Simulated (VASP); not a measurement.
# Si2C3 (P-6m2) in VASP: a series of runs

The runs below take Si2C3 through single point, with PBE.

Everything below comes from runs of VASP 6.6.1. Logs are shortened: lines on timing, memory, paths and dates and some standing lists are left out, and cuts for length are marked.

**1. The cell of the first run**

It takes space group P-6m2 (No. 187, hexagonal). Conventional cell: a = 3.936 Å, b = 3.936 Å, c = 4.833 Å, α = 90.00°, β = 90.00°, γ = 120.00°. Within 3.2 Å of Si (site symmetry -6m2) lie 8 C at 2.42 to 2.56 Å. Within 3.0 Å of Si (site symmetry -6m2) lie 9 C at 2.27 to 2.58 Å. C (site symmetry 3m) has 5 C at 2.37 to 2.58 Å and 6 Si at 2.56 to 2.58 Å within 3.1 Å. Within 3.0 Å of C (site symmetry -6m2) lie 5 Si at 2.27 to 2.42 Å and 6 C at 2.58 Å.

**2. Single point, PBE**

Contents of INCAR:

```
ALGO = Normal
EDIFF = 1E-6
ENCUT = 520
GGA = PE
ISIF = 2
ISMEAR = 0
LASPH = True
LCHARG = False
LREAL = False
LWAVE = False
NBANDS = 18
NELM = 80
PREC = Accurate
SIGMA = 0.1
```

Contents of KPOINTS:

```
k-points
0
Gamma
  6 6 4
```

Contents of POSCAR:

```
Si2C3
1.0
    3.9355298400      0.0000000000      0.0000000000
   -1.9677649200      3.4082688100      0.0000000000
    0.0000000000      0.0000000000      4.8326880300
Si C
2 3
Direct
    0.6666666700      0.3333333300      0.5000000000
    0.3333333300      0.6666666700      0.0000000000
    0.0000000000      0.0000000000      0.7454000100
    0.0000000000      0.0000000000      0.2545999900
    0.6666666700      0.3333333300      0.0000000000
```

Potentials or basis: VASP PAW PBE potentials, release 64 (Si, C).

Run with:

```
$ cat potpaw_PBE.64/Si/POTCAR potpaw_PBE.64/C/POTCAR > POTCAR
$ mpirun -np 1 vasp_std > vasp.out
```

OUTCAR:

```text
EDIFF = 1E-6
   ENCUT = 520
   GGA = PE
   ISIF = 2
   ISMEAR = 0
   LASPH = True
   LREAL = False
   NELM = 80
   PREC = Accurate

 ion  position               nearest neighbor table
   1  0.667  0.333  0.500-   5 2.42   5 2.42   3 2.56   4 2.56   3 2.56   4 2.56   3 2.56   4 2.56

   2  0.333  0.667  0.000-   5 2.27   5 2.27   5 2.27   3 2.58   4 2.58   4 2.58   3 2.58   4 2.58
                             3 2.58
   3  0.000  0.000  0.745-   1 2.56   1 2.56   1 2.56   2 2.58   2 2.58   2 2.58
   4  0.000  0.000  0.255-   1 2.56   1 2.56   1 2.56   2 2.58   2 2.58   2 2.58
   5  0.667  0.333  0.000-   2 2.27   2 2.27   2 2.27   1 2.42   1 2.42

  LATTYP: Found a hexagonal cell.
 ALAT       =     3.9355298400
 C/A-ratio  =     1.2279637626

  Lattice vectors:

 A1 = (   3.9355298400,   0.0000000000,   0.0000000000)
 A2 = (  -1.9677649200,   3.4082688100,   0.0000000000)
 A3 = (   0.0000000000,   0.0000000000,   4.8326880300)

Analysis of symmetry for initial positions (statically):
=====================================================================
 Subroutine PRICEL returns:
 Original cell was already a primitive cell.

 Routine SETGRP: Setting up the symmetry group for a
 hexagonal supercell.

 Subroutine GETGRP returns: Found 12 space group operations
 (whereof 12 operations were pure point group operations)
 out of a pool of 24 trial point group operations.

The static configuration has the point symmetry D_3h.

Analysis of symmetry for dynamics (positions and initial velocities):
=====================================================================
 Subroutine PRICEL returns:
 Original cell was already a primitive cell.

 Routine SETGRP: Setting up the symmetry group for a
 hexagonal supercell.

 Subroutine GETGRP returns: Found 12 space group operations
 (whereof 12 operations were pure point group operations)
 out of a pool of 24 trial point group operations.

The dynamic configuration has the point symmetry D_3h.

 Subroutine INISYM returns: Found 12 space group operations
 (whereof 12 operations are pure point group operations),
 and found     1 'primitive' translations

----------------------------------------------------------------------------------------

                                     Primitive cell

  volume of cell :      64.8225

  direct lattice vectors                    reciprocal lattice vectors
     3.935529840  0.000000000  0.000000000     0.254095393  0.146702044  0.000000000
    -1.967764920  3.408268810  0.000000000     0.000000000  0.293404087  0.000000000
     0.000000000  0.000000000  4.832688030     0.000000000  0.000000000  0.206924178

  length of vectors
     3.935529840  3.935529832  4.832688030     0.293404087  0.293404087  0.206924178

  position of ions in fractional coordinates (direct lattice)
     0.666666670  0.333333330  0.500000000
     0.333333330  0.666666670  0.000000000
     0.000000000  0.000000000  0.745400010
     0.000000000  0.000000000  0.254599990
     0.666666670  0.333333330  0.000000000

  ion indices of the primitive-cell ions
   primitive index   ion index
                 1           1
                 2           2
                 3           3
                 4           4
                 5           5

----------------------------------------------------------------------------------------

 KPOINTS: k-points

Automatic generation of k-mesh.
 Grid dimensions read from file:
 generate k-points for:    6    6    4

 Generating k-lattice:

  Cartesian coordinates                     Fractional coordinates (reciprocal lattice)
     0.042349232  0.024450341  0.000000000     0.166666667  0.000000000  0.000000000
     0.000000000  0.048900681  0.000000000     0.000000000  0.166666667  0.000000000
     0.000000000  0.000000000  0.051731045     0.000000000  0.000000000  0.250000000

  Length of vectors
     0.048900681  0.048900681  0.051731045

  Shift w.r.t. Gamma in fractional coordinates (k-lattice)
     0.000000000  0.000000000  0.000000000

 Subroutine IBZKPT returns following result:
 ===========================================

 Found     21 irreducible k-points:

 Following reciprocal coordinates:
            Coordinates               Weight
  0.000000  0.000000  0.000000      1.000000
  0.166667 -0.000000  0.000000      6.000000
  0.333333 -0.000000  0.000000      6.000000
  0.500000  0.000000  0.000000      3.000000
  0.166667  0.166667  0.000000      6.000000
  0.333333  0.166667  0.000000     12.000000
[... 13 lines left out ...]
  0.333333  0.166667  0.500000     12.000000
  0.333333  0.333333  0.500000      2.000000
   k-points           NKPTS =     21   k-points in BZ     NKDIM =     21   number of bands    NBANDS=     18
   number of dos      NEDOS =    301   number of ions     NIONS =      5
   total plane-waves  NPLWV =  32400
   dimension x,y,z NGX =    30 NGY =   30 NGZ =   36
   dimension x,y,z NGXF=    60 NGYF=   60 NGZF=   72
   ions per type =               2   3
   NGX,Y,Z   is equivalent  to a cutoff of  12.67, 12.67, 12.38 a.u.
   NGXF,Y,Z  is equivalent  to a cutoff of  25.35, 25.35, 24.77 a.u.
 SYSTEM =  unknown system
   PREC   = accura    normal or accurate (medium, high low for compatibility)
   ISTART =      0    job   : 0-new  1-cont  2-samecut
   ICHARG =      2    charge: 1-file 2-atom 10-const
   ISPIN  =      1    spin polarized calculation?
   LNONCOLLINEAR =      F non collinear calculations
   LSORBIT =      F    spin-orbit coupling
   LASPH  =      T    aspherical Exc in radial PAW
   ENCUT  =  520.0 eV  38.22 Ry    6.18 a.u.   7.32  7.32  8.99*2*pi/ulx,y,z
   NELM   =     80;   NELMIN=  2; NELMDL= -5     # of ELM steps
   EDIFF  = 0.1E-05   stopping-criterion for ELM
   LREAL  =      F    real-space projection
   EDIFFG = 0.1E-04   stopping-criterion for IOM
   NSW    =      0    number of steps for IOM
   IBRION =     -1    ionic relax: 0-MD 1-quasi-New 2-CG
   NFREE  =      0    steps in history (QN), initial steepest desc. (CG)
   ISIF   =      2    stress and relaxation
   ISYM   =      2    0-nonsym 1-usesym 2-fastsym
   POTIM  = 0.5000    time-step for ionic-motion
   TEBEG  =    0.0;   TEEND  =   0.0 temperature during run
   PSTRESS=    0.0 pullay stress
   NELECT =      20.0000    total number of electrons
   NUPDOWN=      -1.0000    fix difference up-down
   EMIN   =  10.00;   EMAX   =-10.00  energy-range for DOS
   EFERMI =   0.00;   METHOD = LEGACY
   ISMEAR =     0;   SIGMA  =   0.10  broadening in eV -4-tet -1-fermi 0-gaus
   EFERMI_NEDOS =   21; number of points for ismear=-14 and -15
   IALGO  =     38    algorithm
   IMIX   =      4    mixing-type and parameters
     AMIX     =   0.40;   BMIX     =  1.00
     AMIX_MAG =   1.60;   BMIX_MAG =  1.00
  volume/ion in A,a.u.               =      12.96        87.49
  Fermi-wavevector in a.u.,A,eV,Ry     =   1.106224  2.090459 16.649864  1.223731
  Thomas-Fermi vector in A             =   2.242721
   LORBIT       =      0    0 simple, 1 ext, 2 COOP (PROOUT), +10 PAW based schemes
   GGA     = PE    functional components
   LHFCALC =     F    Hartree Fock is set to
   AEXX    =    0.0000 exact exchange contribution
   IVDW    =     0    specifies the selected vdW correction
   LEPSILON=     F    determine dielectric tensor
   LRPA    =     F    only Hartree local field effects (RPA)
 non-spin polarized calculation
 Gauss-broadening in eV      SIGMA  =   0.10
  energy-cutoff  :      520.00
  volume of cell :       64.82
 maximum number of plane-waves:      1794
 NGX is ok and might be reduce to    30
   NGX = 15   NGY = 15   NGZ = 17

 number of electron      20.0000001 magnetization

 Free energy of the ion-electron system (eV)
  ---------------------------------------------------
  ext. energy  EPLUGINS =         0.00000000
  ---------------------------------------------------
  free energy    TOTEN  =       -25.13506928 eV

  energy without entropy =      -25.12458945  energy(sigma->0) =      -25.12982936

 E-fermi :   5.9291     XC(G=0): -10.6576

 val. band max:        5.9281607542   @ k =   0.1667   0.1667   0.0000
 cond. band min:       6.0011122984   @ k =   0.0000   0.0000   0.0000
 fundamental gap:      0.0729515442
 Fermi energy:         5.9290506524

 k-point     1 :       0.0000    0.0000    0.0000
  band No.  band energies     occupation
      1      -8.5119      2.00000
      2      -3.1419      2.00000
      3      -2.8919      2.00000
      4       0.4043      2.00000
      5       2.4494      2.00000
      6       2.4494      2.00000
[... 10 lines left out ...]
     17      10.0334      0.00000
     18      12.4615      0.00000

 k-point     2 :       0.1667   -0.0000    0.0000
  band No.  band energies     occupation
      1      -8.2164      2.00000
      2      -2.9509      2.00000
      3      -2.9125      2.00000
      4      -0.6247      2.00000
      5       1.5629      2.00000
      6       1.6224      2.00000
[... 10 lines left out ...]
     17      10.0302      0.00000
     18      12.4403      0.00000

 k-point     3 :       0.3333   -0.0000    0.0000
  band No.  band energies     occupation
      1      -7.3606      2.00000
      2      -3.9916      2.00000
      3      -2.3125      2.00000
      4      -1.1686      2.00000
      5       0.6718      2.00000
      6       0.8180      2.00000
[... 10 lines left out ...]
     17      10.2838      0.00000
     18      12.8224      0.00000

 k-point     4 :       0.5000    0.0000    0.0000
  band No.  band energies     occupation
      1      -6.3915      2.00000
      2      -5.2796      2.00000
      3      -1.8593      2.00000
      4      -1.0360      2.00000
      5       0.5353      2.00000
      6       0.7395      2.00000
[... 312 lines left out ...]
      4      -0.4844      2.00000
      5      -0.3225      2.00000
      6       2.6754      2.00000
[... 10 lines left out ...]
     17      10.5141      0.00000
     18      11.8984      0.00000

 k-point    20 :       0.3333    0.1667    0.5000
  band No.  band energies     occupation
      1      -5.8658      2.00000
      2      -4.5796      2.00000
      3      -3.9654      2.00000
      4      -1.8097      2.00000
      5      -1.4326      2.00000
      6       1.7587      2.00000
[... 10 lines left out ...]
     17      10.8818      0.00000
     18      11.3372      0.00000

 k-point    21 :       0.3333    0.3333    0.5000
  band No.  band energies     occupation
      1      -5.1051      2.00000
      2      -4.4164      2.00000
      3      -4.1961      2.00000
      4      -2.5311      2.00000
      5      -2.1560      2.00000
      6       0.9377      2.00000
[... 10 lines left out ...]
     17       9.8152      0.00000
     18      10.7290      0.00000

------------------------ aborting loop because EDIFF is reached ----------------------------------------

  FORCE on cell =-STRESS in cart. coord.  units (eV):
  Direction    XX          YY          ZZ          XY          YZ          ZX
  --------------------------------------------------------------------------------------
  -------------------------------------------------------------------------------------
  Total      -11.9546757    -11.9546757     -5.5000586     -0.0000000      0.0000000      0.0000000
  in kB     -295.4762453   -295.4762438   -135.9415088     -0.0000000      0.0000000      0.0000000
  external PRESSURE =    -242.2979993 kB  Pullay stress =       0.0000000 kB

 VOLUME and BASIS-vectors are now :
 -----------------------------------------------------------------------------
  energy-cutoff  :      520.00
  volume of cell :       64.82
      direct lattice vectors                 reciprocal lattice vectors
     3.935529840  0.000000000  0.000000000     0.254095393  0.146702044  0.000000000
    -1.967764920  3.408268810  0.000000000     0.000000000  0.293404087  0.000000000
     0.000000000  0.000000000  4.832688030     0.000000000  0.000000000  0.206924178

 POSITION                                       TOTAL-FORCE (eV/Angst)
 -----------------------------------------------------------------------------------
      1.96776      1.13609      2.41634         0.000000     -0.000000      0.000000
     -0.00000      2.27218      0.00000        -0.000000      0.000000      0.000000
      0.00000      0.00000      3.60229         0.000000     -0.000000     -1.250629
      0.00000      0.00000      1.23040         0.000000     -0.000000      1.250629
      1.96776      1.13609      0.00000         0.000000     -0.000000      0.000000
 -----------------------------------------------------------------------------------
    total drift:                               -0.000007      0.000004     -0.000000

  FREE ENERGIE OF THE ION-ELECTRON SYSTEM (eV)
  ---------------------------------------------------
  free  energy   TOTEN  =       -25.1350692764 eV

  energy  without entropy=      -25.1245894479  energy(sigma->0) =      -25.12982936
```

It took 11 s on 1 thread of Intel Xeon 6975P-C (Granite Rapids), shared host; peak memory 0.18 GiB.

What came out:

```yaml
Free_energy: -25.1351 eV
Pressure: -24.2 GPa
Largest_force: 1.251 eV/Å
Band_gap_on_the_k_mesh: zero (band 10 reaches 6.70 eV, above the bottom of band 11 at 4.41 eV)
```

Forces in eV/Å, atoms in the order of the input:
```
Si   0.000  0.000  0.000
Si   0.000  0.000  0.000
C    0.000  0.000 -1.251
C    0.000  0.000  1.251
C    0.000  0.000  0.000
```

Stress tensor (GPa, compression positive):
```
-29.55   0.00   0.00
  0.00 -29.55   0.00
  0.00   0.00 -13.59
```

Caveat: forces of over 1 eV/Å act on the atoms, so gaps and moduli don't describe the material at rest.

(Continued in part 2 of 2.)
